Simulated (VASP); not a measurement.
# Ca (I4/mmm) in VASP: notebook, part 2 of 3

VASP 6.6.1. Earlier steps stand in the parts before.

### 4 Single point, PBE (strain +0.0525 x Voigt [1, 0, 0, 0, 0, 0])

Contents of INCAR:

```
SYSTEM = Ca
PREC = Accurate
ENCUT = 520
EDIFF = 1E-6
ISMEAR = 0
SIGMA = 0.15
LREAL = .FALSE.
LASPH = .TRUE.
NELM = 100
ALGO = Normal
ISIF = 2
LWAVE = .FALSE.
LCHARG = .FALSE.
GGA = PE
NBANDS = 11
```

Contents of KPOINTS:

```
Automatic mesh
0
G
  14 14 14
  0 0 0
```

Contents of POSCAR:

```
Ca
1.0
    0.0000000000      2.7942000000      2.7942000000
    2.9408955000      0.0000000000      2.7942000000
    2.9408955000      2.7942000000      0.0000000000
Ca
1
Direct
    0.0000000000      0.0000000000      0.0000000000
```

Potentials or basis: VASP PAW PBE potentials, release 64 (Ca_sv).

Run with:

```
$ cat potpaw_PBE.64/Ca_sv/POTCAR > POTCAR
$ mpirun -np 1 vasp_std > vasp.out
```

OUTCAR:

```text
SYSTEM = Ca
   PREC = Accurate
   ENCUT = 520
   EDIFF = 1E-6
   ISMEAR = 0
   LREAL = .FALSE.
   LASPH = .TRUE.
   NELM = 100
   ISIF = 2
   GGA = PE

 ion  position               nearest neighbor table
   1  0.000  0.000  0.000-

  LATTYP: Found a body centered tetragonal cell.
 ALAT       =     3.9515955360
 C/A-ratio  =     1.4884597744

  Lattice vectors:

 A1 = (   2.9408955000,   0.0000000000,   2.7942000000)
 A2 = (   2.9408955000,   0.0000000000,  -2.7942000000)
 A3 = (  -2.9408955000,   2.7942000000,   0.0000000000)

Analysis of symmetry for initial positions (statically):
=====================================================================
 Subroutine PRICEL returns:
 Original cell was already a primitive cell.

 Routine SETGRP: Setting up the symmetry group for a
 body centered tetragonal supercell.

 Subroutine GETGRP returns: Found 16 space group operations
 (whereof 16 operations were pure point group operations)
 out of a pool of 16 trial point group operations.

The static configuration has the point symmetry D_4h.

Analysis of symmetry for dynamics (positions and initial velocities):
=====================================================================
 Subroutine PRICEL returns:
 Original cell was already a primitive cell.

 Routine SETGRP: Setting up the symmetry group for a
 body centered tetragonal supercell.

 Subroutine GETGRP returns: Found 16 space group operations
 (whereof 16 operations were pure point group operations)
 out of a pool of 16 trial point group operations.

The dynamic configuration has the point symmetry D_4h.

 Subroutine INISYM returns: Found 16 space group operations
 (whereof 16 operations are pure point group operations),
 and found     1 'primitive' translations

----------------------------------------------------------------------------------------

                                     Primitive cell

  volume of cell :      45.9224

  direct lattice vectors                    reciprocal lattice vectors
     0.000000000  2.794200000  2.794200000    -0.170016242  0.178942094  0.178942094
     2.940895500  0.000000000  2.794200000     0.170016242 -0.178942094  0.178942094
     2.940895500  2.794200000  0.000000000     0.170016242  0.178942094 -0.178942094

  length of vectors
     3.951595536  4.056651326  4.056651326     0.304870577  0.304870577  0.304870577

  position of ions in fractional coordinates (direct lattice)
     0.000000000  0.000000000  0.000000000

  ion indices of the primitive-cell ions
   primitive index   ion index
                 1           1

----------------------------------------------------------------------------------------

 KPOINTS: Automatic mesh

Automatic generation of k-mesh.
 Grid dimensions read from file:
 generate k-points for:   14   14   14

 Generating k-lattice:

  Cartesian coordinates                     Fractional coordinates (reciprocal lattice)
    -0.012144017  0.012781578  0.012781578     0.071428571  0.000000000  0.000000000
     0.012144017 -0.012781578  0.012781578     0.000000000  0.071428571  0.000000000
     0.012144017  0.012781578 -0.012781578     0.000000000  0.000000000  0.071428571

  Length of vectors
     0.021776470  0.021776470  0.021776470

  Shift w.r.t. Gamma in fractional coordinates (k-lattice)
     0.000000000  0.000000000  0.000000000

 Subroutine IBZKPT returns following result:
 ===========================================

 Found    244 irreducible k-points:

 Following reciprocal coordinates:
            Coordinates               Weight
  0.000000  0.000000  0.000000      1.000000
  0.071429 -0.000000 -0.000000      8.000000
  0.142857 -0.000000 -0.000000      8.000000
  0.214286 -0.000000 -0.000000      8.000000
  0.285714  0.000000  0.000000      8.000000
  0.357143 -0.000000 -0.000000      8.000000
[... 16 lines left out ...]
  0.214286  0.142857 -0.000000     16.000000
  0.285714  0.142857 -0.000000     16.000000
 [... further k-points ...]
   k-points           NKPTS =    244   k-points in BZ     NKDIM =    244   number of bands    NBANDS=     11
   number of dos      NEDOS =    301   number of ions     NIONS =      1
   total plane-waves  NPLWV =  27000
   dimension x,y,z NGX =    30 NGY =   30 NGZ =   30
   dimension x,y,z NGXF=    60 NGYF=   60 NGZF=   60
   ions per type =               1
   NGX,Y,Z   is equivalent  to a cutoff of  12.62, 12.29, 12.29 a.u.
   NGXF,Y,Z  is equivalent  to a cutoff of  25.24, 24.59, 24.59 a.u.
 SYSTEM =  Ca
   PREC   = accura    normal or accurate (medium, high low for compatibility)
   ISTART =      0    job   : 0-new  1-cont  2-samecut
   ICHARG =      2    charge: 1-file 2-atom 10-const
   ISPIN  =      1    spin polarized calculation?
   LNONCOLLINEAR =      F non collinear calculations
   LSORBIT =      F    spin-orbit coupling
   LASPH  =      T    aspherical Exc in radial PAW
   ENCUT  =  520.0 eV  38.22 Ry    6.18 a.u.   7.35  7.54  7.54*2*pi/ulx,y,z
   NELM   =    100;   NELMIN=  2; NELMDL= -5     # of ELM steps
   EDIFF  = 0.1E-05   stopping-criterion for ELM
   LREAL  =      F    real-space projection
   EDIFFG = 0.1E-04   stopping-criterion for IOM
   NSW    =      0    number of steps for IOM
   IBRION =     -1    ionic relax: 0-MD 1-quasi-New 2-CG
   NFREE  =      0    steps in history (QN), initial steepest desc. (CG)
   ISIF   =      2    stress and relaxation
   ISYM   =      2    0-nonsym 1-usesym 2-fastsym
   POTIM  = 0.5000    time-step for ionic-motion
   TEBEG  =    0.0;   TEEND  =   0.0 temperature during run
   PSTRESS=    0.0 pullay stress
   NELECT =      10.0000    total number of electrons
   NUPDOWN=      -1.0000    fix difference up-down
   EMIN   =  10.00;   EMAX   =-10.00  energy-range for DOS
   EFERMI =   0.00;   METHOD = LEGACY
   ISMEAR =     0;   SIGMA  =   0.15  broadening in eV -4-tet -1-fermi 0-gaus
   EFERMI_NEDOS =   21; number of points for ismear=-14 and -15
   IALGO  =     38    algorithm
   IMIX   =      4    mixing-type and parameters
     AMIX     =   0.40;   BMIX     =  1.00
     AMIX_MAG =   1.60;   BMIX_MAG =  1.00
  volume/ion in A,a.u.               =      45.92       309.90
  Fermi-wavevector in a.u.,A,eV,Ry     =   0.984918  1.861225 13.198509  0.970063
  Thomas-Fermi vector in A             =   2.116186
   LORBIT       =      0    0 simple, 1 ext, 2 COOP (PROOUT), +10 PAW based schemes
   GGA     = PE    functional components
   LHFCALC =     F    Hartree Fock is set to
   AEXX    =    0.0000 exact exchange contribution
   IVDW    =     0    specifies the selected vdW correction
   LEPSILON=     F    determine dielectric tensor
   LRPA    =     F    only Hartree local field effects (RPA)
 non-spin polarized calculation
 Gauss-broadening in eV      SIGMA  =   0.15
  energy-cutoff  :      520.00
  volume of cell :       45.92
 maximum number of plane-waves:      1267
 NGX is ok and might be reduce to    30
   NGX = 15   NGY = 15   NGZ = 15

 number of electron      10.0000001 magnetization

 Free energy of the ion-electron system (eV)
  ---------------------------------------------------
  ext. energy  EPLUGINS =         0.00000000
  ---------------------------------------------------
  free energy    TOTEN  =        -1.92031544 eV

  energy without entropy =       -1.90525884  energy(sigma->0) =       -1.91278714

 E-fermi :   1.6372     XC(G=0):  -7.4790

 val. band max:        1.6352956152   @ k =  -0.3571   0.5000   0.1429
 cond. band min:       1.6458401751   @ k =  -0.3571   0.3571   0.0000
 fundamental gap:      0.0105445600
 Fermi energy:         1.6372428624

 k-point     1 :       0.0000    0.0000    0.0000
  band No.  band energies     occupation
      1     -40.5793      2.00000
      2     -21.5064      2.00000
      3     -21.5034      2.00000
      4     -21.5034      2.00000
      5      -2.2370      2.00000
      6       3.7177      0.00000
      7       3.9368      0.00000
      8       3.9368      0.00000
      9       4.6737      0.00000
     10       4.9549      0.00000
     11      10.4170      0.00000
[... 309 lines left out ...]
 k-point    24 :       0.2857    0.1429   -0.0000
  band No.  band energies     occupation
      1     -40.5736      2.00000
      2     -21.5557      2.00000
      3     -21.5202      2.00000
      4     -21.5170      2.00000
      5      -1.0697      2.00000
      6       2.9816      0.00000
      7       3.8711      0.00000
      8       4.1011      0.00000
      9       4.5268      0.00000
     10       5.0597      0.00000
     11       8.7475      0.00000

 [... further k-points ...]

------------------------ aborting loop because EDIFF is reached ----------------------------------------

  FORCE on cell =-STRESS in cart. coord.  units (eV):
  Direction    XX          YY          ZZ          XY          YZ          ZX
  --------------------------------------------------------------------------------------
  -------------------------------------------------------------------------------------
  Total       -0.4533686     -0.3165491     -0.3165491      0.0000000      0.0000000      0.0000000
  in kB      -15.8174856    -11.0440172    -11.0440172      0.0000000      0.0000000      0.0000000
  external PRESSURE =     -12.6351733 kB  Pullay stress =       0.0000000 kB

 VOLUME and BASIS-vectors are now :
 -----------------------------------------------------------------------------
  energy-cutoff  :      520.00
  volume of cell :       45.92
      direct lattice vectors                 reciprocal lattice vectors
     0.000000000  2.794200000  2.794200000    -0.170016242  0.178942094  0.178942094
     2.940895500  0.000000000  2.794200000     0.170016242 -0.178942094  0.178942094
     2.940895500  2.794200000  0.000000000     0.170016242  0.178942094 -0.178942094

 POSITION                                       TOTAL-FORCE (eV/Angst)
 -----------------------------------------------------------------------------------
      0.00000      0.00000      0.00000         0.000000      0.000000      0.000000
 -----------------------------------------------------------------------------------
    total drift:                               -0.000000     -0.000000     -0.000000

  FREE ENERGIE OF THE ION-ELECTRON SYSTEM (eV)
  ---------------------------------------------------
  free  energy   TOTEN  =        -1.9203154358 eV

  energy  without entropy=       -1.9052588437  energy(sigma->0) =       -1.91278714
```

OSZICAR:

```text
N       E                     dE             d eps       ncg     rms          rms(c)
DAV:   1     0.661386856293E+02    0.66139E+02   -0.49756E+03  5368   0.812E+02
DAV:   2    -0.373532409886E+00   -0.66512E+02   -0.65929E+02  5890   0.207E+02
DAV:   3    -0.185461348577E+01   -0.14811E+01   -0.14644E+01  8078   0.301E+01
DAV:   4    -0.192370663255E+01   -0.69093E-01   -0.68796E-01  7055   0.509E+00
DAV:   5    -0.192504579703E+01   -0.13392E-02   -0.13388E-02  7682   0.625E-01    0.226E+00
DAV:   6    -0.192111397603E+01    0.39318E-02   -0.10481E-02  6641   0.111E+00    0.138E+00
DAV:   7    -0.192070457827E+01    0.40940E-03   -0.16493E-02  5899   0.150E+00    0.101E-01
DAV:   8    -0.192030075349E+01    0.40382E-03   -0.18432E-03  6383   0.403E-01    0.222E-02
DAV:   9    -0.192031492590E+01   -0.14172E-04   -0.10328E-04  7063   0.820E-02    0.711E-03
DAV:  10    -0.192031601205E+01   -0.10861E-05   -0.75593E-06  8106   0.218E-02    0.959E-04
DAV:  11    -0.192031543580E+01    0.57625E-06   -0.21421E-07  3929   0.369E-03
   1 F= -.19203154E+01 E0= -.19127871E+01  d E =-.150566E-01
```

stdout:

```text
POSCAR found type information on POSCAR Ca
 POSCAR found :  1 types and       1 ions
 scaLAPACK will be used
 LDA part: xc-table for (Slater+PW92), standard interpolation
 POSCAR, INCAR and KPOINTS ok, starting setup
 FFT: planning ... GRIDC
 FFT: planning ... GRID_SOFT
 FFT: planning ... GRID
 WAVECAR not read
 entering main loop
```

It took 44 s on 1 thread of AMD EPYC 9R45 (Zen 5), shared host; peak memory 0.23 GiB.

Results:

```
Free energy            : -1.9203 eV
Pressure               : -1.3 GPa
Band gap on the k mesh : zero (bands 5 and 6 overlap by 0.44 eV)
```

Stress tensor (GPa, compression positive):
```
-1.58  0.00  0.00
 0.00 -1.10  0.00
 0.00  0.00 -1.10
```

Levels at points of the mesh, in eV from the Fermi level:
| k point | band 2 | band 3 | band 4 | band 5 | band 6 | band 7 | band 8 | band 9 |
| --- | --- | --- | --- | --- | --- | --- | --- | --- |
| (0.00, 0.00, 0.00) | -23.14 | -23.14 | -23.14 | -3.87 | 2.08 | 2.30 | 2.30 | 3.04 |
| (0.50, 0.00, 0.00) | -23.24 | -23.16 | -23.15 | -0.95 | -0.21 | 1.99 | 2.25 | 3.75 |
| (0.50, 0.50, 0.00) | -23.24 | -23.19 | -23.18 | -0.33 | 0.59 | 0.98 | 3.77 | 3.87 |
| (0.00, 0.50, 0.50) | -23.24 | -23.17 | -23.17 | -0.50 | 0.53 | 0.68 | 3.81 | 3.96 |

Caveat: the cell differs from its parent crystal (strain +0.0525 x Voigt [1, 0, 0, 0, 0, 0]).

(Continued in part 3 of 3.)
